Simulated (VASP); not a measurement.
# B4AsN3 (I-42m) in VASP: single point with PBE

Aim: the single point of B4AsN3 with PBE.

Everything below comes from runs of VASP 6.6.1. Logs are shortened: lines on timing, memory, paths and dates and some standing lists are left out, and cuts for length are marked.

## 1. The cell of the first run

Symmetry: I-42m, No. 121, tetragonal system. Conventional cell: a = 3.950 Å, b = 3.950 Å, c = 7.843 Å, α = 90.00°, β = 90.00°, γ = 90.00°. Within 2.2 Å of N (site symmetry -4) lie 4 B at 1.67 Å. Within 2.2 Å of N (site symmetry -42m) lie 4 B at 1.62 Å. Within 2.2 Å of B (site symmetry m) lie 3 N at 1.62 to 1.67 Å and 1 As at 1.91 Å. Within 2.5 Å of As (site symmetry -42m) lie 4 B at 1.91 Å.

## 2. Single point, PBE, non-collinear spin, zero start, spin-orbit coupling

Contents of INCAR:

```
SYSTEM = B4AsN3
ALGO     = Normal         ! electronic algorithm
EDIFF    = 1E-6           ! SCF threshold, eV
ENCUT    = 520            ! plane-wave cutoff, eV
GGA      = PE             ! functional
GGA_COMPAT= .False.      
ISIF     = 2              ! what is computed and relaxed
ISMEAR   = 0              ! smearing method
LASPH    = .True.         ! aspherical terms in the spheres
LCHARG   = .False.        ! write CHGCAR
LORBIT   = 11             ! projections on sites
LORBMOM  = .True.       
LREAL    = .False.        ! projectors in reciprocal space
LSORBIT  = .True.         ! spin-orbit coupling
LWAVE    = .False.        ! write WAVECAR
MAGMOM   = 0 0 0 0 0 0 0 0 0 0 0 0 0 0 0 0 0 0 0 0 0 0 0 0 ! initial moments
NBANDS   = 50             ! bands
NELM     = 150            ! most SCF steps
PREC     = Accurate       ! precision mode
SIGMA    = 0.01           ! smearing width, eV
```

Contents of KPOINTS:

```
k-points
0
Gamma
  10 10 10
  0 0 0
```

Contents of POSCAR:

```
B4AsN3
1.0
   -1.9747851057      1.9747851057      3.9215573684
    1.9747851057     -1.9747851057      3.9215573684
    1.9747851057      1.9747851057     -3.9215573684
N B As
3 4 1
Direct
    0.2500000000      0.7500000000      0.5000000000
    0.5000000000      0.5000000000      0.0000000000
    0.7500000000      0.2500000000      0.5000000000
    0.8533537119      0.4188893873      0.0000000000
    0.1466462881      0.1466462881      0.5655356754
    0.4188893873      0.8533537119      0.0000000000
    0.5811106127      0.5811106127      0.4344643246
    0.0000000000      0.0000000000      0.0000000000
```

Potentials or basis: VASP PAW PBE potentials, release 64 (N, B, As).

On the command line:

```bash
$ cat potpaw_PBE.64/N/POTCAR potpaw_PBE.64/B/POTCAR potpaw_PBE.64/As/POTCAR > POTCAR
$ mpirun -np 1 vasp_ncl > vasp.out
```

OUTCAR:

```text
SYSTEM = B4AsN3
   EDIFF = 1E-6
   ENCUT = 520
   GGA = PE
   ISIF = 2
   ISMEAR = 0
   LASPH = .True.
   LORBIT = 11
   LREAL = .False.
   LSORBIT = .True.
   NELM = 150
   PREC = Accurate

 ion  position               nearest neighbor table
   1  0.250  0.750  0.500-   6 1.67   5 1.67   7 1.67   4 1.67
   2  0.500  0.500  0.000-   4 1.62   5 1.62   6 1.62   7 1.62
   3  0.750  0.250  0.500-   4 1.67   5 1.67   7 1.67   6 1.67
   4  0.853  0.419  0.000-   2 1.62   3 1.67   1 1.67   8 1.91
   5  0.147  0.147  0.566-   2 1.62   1 1.67   3 1.67   8 1.91
   6  0.419  0.853  0.000-   2 1.62   1 1.67   3 1.67   8 1.91
   7  0.581  0.581  0.434-   2 1.62   1 1.67   3 1.67   8 1.91
   8  0.000  0.000  0.000-   5 1.91   7 1.91   6 1.91   4 1.91

  LATTYP: Found a body centered tetragonal cell.
 ALAT       =     3.9495702114
 C/A-ratio  =     1.9858147386

  Lattice vectors:

 A1 = (  -1.9747851057,   1.9747851057,   3.9215573684)
 A2 = (   1.9747851057,  -1.9747851057,   3.9215573684)
 A3 = (   1.9747851057,   1.9747851057,  -3.9215573684)

Analysis of symmetry for initial positions (statically):
=====================================================================
 Subroutine PRICEL returns:
 Original cell was already a primitive cell.

 Routine SETGRP: Setting up the symmetry group for a
 body centered tetragonal supercell.

 Subroutine GETGRP returns: Found  8 space group operations
 (whereof  8 operations were pure point group operations)
 out of a pool of 16 trial point group operations.

The static configuration has the point symmetry D_2d.

Analysis of symmetry for dynamics (positions and initial velocities):
=====================================================================
 Subroutine PRICEL returns:
 Original cell was already a primitive cell.

 Routine SETGRP: Setting up the symmetry group for a
 body centered tetragonal supercell.

 Subroutine GETGRP returns: Found  8 space group operations
 (whereof  8 operations were pure point group operations)
 out of a pool of 16 trial point group operations.

The dynamic configuration has the point symmetry D_2d.

Analysis of structural, dynamic, and magnetic symmetry:
=====================================================================
 Subroutine PRICEL returns:
 Original cell was already a primitive cell.

 Routine SETGRP: Setting up the symmetry group for a
 body centered tetragonal supercell.

 Subroutine GETGRP returns: Found  8 space group operations
 (whereof  8 operations were pure point group operations)
 out of a pool of 16 trial point group operations.

The overall configuration has the point symmetry D_2d.

 Subroutine INISYM returns: Found  8 space group operations
 (whereof  8 operations are pure point group operations),
 and found     1 'primitive' translations

----------------------------------------------------------------------------------------

                                     Primitive cell

  volume of cell :      61.1728

  direct lattice vectors                    reciprocal lattice vectors
    -1.974785106  1.974785106  3.921557368     0.000000000  0.253192106  0.127500366
     1.974785106 -1.974785106  3.921557368     0.253192106  0.000000000  0.127500366
     1.974785106  1.974785106 -3.921557368     0.253192106  0.253192106  0.000000000

  length of vectors
     4.814370636  4.814370636  4.814370636     0.283482955  0.283482955  0.358067710

  position of ions in fractional coordinates (direct lattice)
     0.250000000  0.750000000  0.500000000
     0.500000000  0.500000000  0.000000000
     0.750000000  0.250000000  0.500000000
     0.853353712  0.418889387  0.000000000
     0.146646288  0.146646288  0.565535675
     0.418889387  0.853353712  0.000000000
     0.581110613  0.581110613  0.434464325
     0.000000000  0.000000000  0.000000000

  ion indices of the primitive-cell ions
   primitive index   ion index
                 1           1
                 2           2
                 3           3
                 4           4
                 5           5
                 6           6
                 7           7
                 8           8

----------------------------------------------------------------------------------------

 KPOINTS: k-points

Automatic generation of k-mesh.
 Grid dimensions read from file:
 generate k-points for:   10   10   10

 Generating k-lattice:

[... 117 lines left out ...]
 cond. band min:       9.2947297959   @ k =   0.0000   0.0000   0.0000
 fundamental gap:      1.8334099890
 Fermi energy:         7.5206840727

 k-point     1 :       0.0000    0.0000    0.0000
  band No.  band energies     occupation
      1     -11.9314      1.00000
      2     -11.9314      1.00000
      3      -8.1872      1.00000
      4      -8.1872      1.00000
      5      -7.7393      1.00000
      6      -7.7393      1.00000
[... 1117 lines left out ...]
     43      14.8832      0.00000
     44      14.8859      0.00000

 [... further k-points ...]

 [bands above 44 left out]

------------------------ aborting loop because EDIFF is reached ----------------------------------------

  FORCE on cell =-STRESS in cart. coord.  units (eV):
  Direction    XX          YY          ZZ          XY          YZ          ZX
  --------------------------------------------------------------------------------------
  -------------------------------------------------------------------------------------
  Total        1.5455625      1.5455625      1.3695639      0.0000000      0.0000000      0.0000000
  in kB       40.4798512     40.4798512     35.8702698      0.0000000      0.0000000      0.0000000
  external PRESSURE =      38.9433240 kB  Pullay stress =       0.0000000 kB

 VOLUME and BASIS-vectors are now :
 -----------------------------------------------------------------------------
  energy-cutoff  :      520.00
  volume of cell :       61.17
      direct lattice vectors                 reciprocal lattice vectors
    -1.974785106  1.974785106  3.921557368     0.000000000  0.253192106  0.127500366
     1.974785106 -1.974785106  3.921557368     0.253192106  0.000000000  0.127500366
     1.974785106  1.974785106 -3.921557368     0.253192106  0.253192106  0.000000000

 POSITION                                       TOTAL-FORCE (eV/Angst)
 -----------------------------------------------------------------------------------
      1.97479      0.00000      1.96078        -0.000000      0.000000     -0.000000
      0.00000      0.00000      3.92156        -0.000000      0.000000     -0.000000
      0.00000      1.97479      1.96078        -0.000000      0.000000     -0.000000
     -0.85797      0.85797      4.98917         0.204605     -0.204605      0.228587
      1.11681      1.11681     -1.06762         0.204605      0.204605     -0.228587
      0.85797     -0.85797      4.98917        -0.204605      0.204605      0.228587
      0.85797      0.85797      2.85394        -0.204605     -0.204605     -0.228587
      0.00000      0.00000      0.00000        -0.000000      0.000000     -0.000000
 -----------------------------------------------------------------------------------
    total drift:                                0.000001      0.000001      0.000001

  FREE ENERGIE OF THE ION-ELECTRON SYSTEM (eV)
  ---------------------------------------------------
  free  energy   TOTEN  =       -59.0920804638 eV

  energy  without entropy=      -59.0920804638  energy(sigma->0) =      -59.09208046

 orbital moment (x)

 # of ion     p       d       tot
 ----------------------------------------
  1        -0.000   0.000  -0.000
  2        -0.000   0.000  -0.000
  3         0.000   0.000   0.000
  4        -0.000   0.000  -0.000
  5        -0.000   0.000  -0.000
  6         0.000   0.000   0.000
  7         0.000   0.000   0.000
  8        -0.000   0.000   0.000
 ----------------------------------------
           -0.000   0.000  -0.000

 orbital moment (y)

 # of ion     p       d       tot
 ----------------------------------------
  1         0.000   0.000   0.000
  2        -0.000   0.000  -0.000
  3         0.000   0.000   0.000
  4        -0.000   0.000  -0.000
  5         0.000   0.000   0.000
  6         0.000   0.000   0.000
  7        -0.000   0.000  -0.000
  8         0.000  -0.000  -0.000
 ----------------------------------------
            0.000  -0.000   0.000

 orbital moment (z)

 # of ion     p       d       tot
 ----------------------------------------
  1        -0.000   0.000  -0.000
  2         0.000   0.000   0.000
  3         0.000   0.000   0.000
  4         0.000   0.000   0.000
  5         0.000   0.000   0.000
  6         0.000   0.000   0.000
  7        -0.000   0.000  -0.000
  8         0.000   0.000   0.000
 ----------------------------------------
            0.000   0.000   0.000

 Spin-Orbit-Coupling matrix elements

 Ion:    1  E_soc:     -0.0000476
 l=   1
     0.0000000    -0.0000083    -0.0000073
    -0.0000083     0.0000000    -0.0000083
    -0.0000073    -0.0000083     0.0000000
 l=   2
     0.0000000     0.0000000     0.0000000     0.0000000     0.0000000
     0.0000000     0.0000000     0.0000000     0.0000000     0.0000000
     0.0000000     0.0000000     0.0000000     0.0000000     0.0000000
     0.0000000     0.0000000     0.0000000     0.0000000     0.0000000
     0.0000000     0.0000000     0.0000000     0.0000000     0.0000000
 l=   3
     0.0000000     0.0000000     0.0000000     0.0000000     0.0000000     0.0000000     0.0000000
     0.0000000     0.0000000     0.0000000     0.0000000     0.0000000     0.0000000     0.0000000
     0.0000000     0.0000000     0.0000000     0.0000000     0.0000000     0.0000000     0.0000000
     0.0000000     0.0000000     0.0000000     0.0000000     0.0000000     0.0000000     0.0000000
[... 129 lines left out ...]
 l=   2
     0.0000000    -0.0000195     0.0000000    -0.0000195    -0.0000137
    -0.0000195     0.0000000    -0.0000100    -0.0000195    -0.0000033
     0.0000000    -0.0000100     0.0000000    -0.0000100     0.0000000
    -0.0000195    -0.0000195    -0.0000100     0.0000000    -0.0000033
    -0.0000137    -0.0000033     0.0000000    -0.0000033     0.0000000
 l=   3
     0.0000000     0.0000000     0.0000000     0.0000000     0.0000000     0.0000000     0.0000000
     0.0000000     0.0000000     0.0000000     0.0000000     0.0000000     0.0000000     0.0000000
     0.0000000     0.0000000     0.0000000     0.0000000     0.0000000     0.0000000     0.0000000
     0.0000000     0.0000000     0.0000000     0.0000000     0.0000000     0.0000000     0.0000000
     0.0000000     0.0000000     0.0000000     0.0000000     0.0000000     0.0000000     0.0000000
     0.0000000     0.0000000     0.0000000     0.0000000     0.0000000     0.0000000     0.0000000
     0.0000000     0.0000000     0.0000000     0.0000000     0.0000000     0.0000000     0.0000000

 total charge

# of ion       s       p       d       tot
------------------------------------------
    1        1.208   2.567   0.000   3.775
    2        1.203   2.649   0.000   3.852
    3        1.208   2.567   0.000   3.775
    4        0.648   1.246   0.000   1.894
    5        0.648   1.246   0.000   1.894
    6        0.648   1.246   0.000   1.894
    7        0.648   1.246   0.000   1.894
    8        1.200   2.035   0.113   3.348
--------------------------------------------------
tot          7.413  14.800   0.113  22.326

 magnetization (x)

# of ion       s       p       d       tot
------------------------------------------
    1        0.000  -0.000   0.000  -0.000
    2        0.000   0.000   0.000   0.000
    3        0.000  -0.000   0.000  -0.000
    4       -0.000  -0.000   0.000  -0.000
    5       -0.000  -0.000   0.000  -0.000
    6        0.000   0.000   0.000   0.000
    7        0.000   0.000   0.000   0.000
    8        0.000   0.000   0.000   0.000
--------------------------------------------------
tot          0.000  -0.000   0.000   0.000

 magnetization (y)

# of ion       s       p       d       tot
------------------------------------------
    1        0.000   0.000   0.000   0.000
    2        0.000  -0.000   0.000  -0.000
    3       -0.000   0.000   0.000  -0.000
    4       -0.000  -0.000   0.000  -0.000
    5        0.000   0.000   0.000   0.000
    6        0.000   0.000   0.000   0.000
    7       -0.000  -0.000   0.000  -0.000
    8       -0.000   0.000  -0.000  -0.000
--------------------------------------------------
tot         -0.000  -0.000  -0.000  -0.000

 magnetization (z)

# of ion       s       p       d       tot
------------------------------------------
    1        0.000   0.000   0.000   0.000
    2        0.000   0.000   0.000   0.000
    3       -0.000  -0.000   0.000  -0.000
    4        0.000   0.000   0.000   0.000
    5        0.000   0.000   0.000   0.000
    6       -0.000  -0.000   0.000  -0.000
    7        0.000   0.000   0.000   0.000
    8       -0.000   0.000   0.000  -0.000
--------------------------------------------------
tot          0.000   0.000   0.000   0.000
```

It took 31 min on 1 thread of Oxide Virtual Turin-like, shared host; peak memory 0.81 GiB.

Results:

| Property | Result |
| --- | --- |
| Free energy | -59.0921 eV |
| Pressure | 3.9 GPa |
| Largest force | 0.369 eV/Å |
| Net moment | 0.00 μB per cell |
| Valence electrons inside the program's atomic spheres | N 3.77, 3.85 (each value once); B 1.89; As 3.35 |

Forces in eV/Å, atoms in the order of the input:
```
N    0.000  0.000  0.000
N    0.000  0.000  0.000
N    0.000  0.000  0.000
B    0.205 -0.205  0.229
B    0.205  0.205 -0.229
B   -0.205  0.205  0.229
B   -0.205 -0.205 -0.229
As   0.000  0.000  0.000
```

Moments on the atoms (μB; x, y, z):
```
N   0.00 0.00 0.00
N   0.00 0.00 0.00
N   0.00 0.00 0.00
B   0.00 0.00 0.00
B   0.00 0.00 0.00
B   0.00 0.00 0.00
B   0.00 0.00 0.00
As  0.00 0.00 0.00
```

Caveat: the cell stands under pressure.
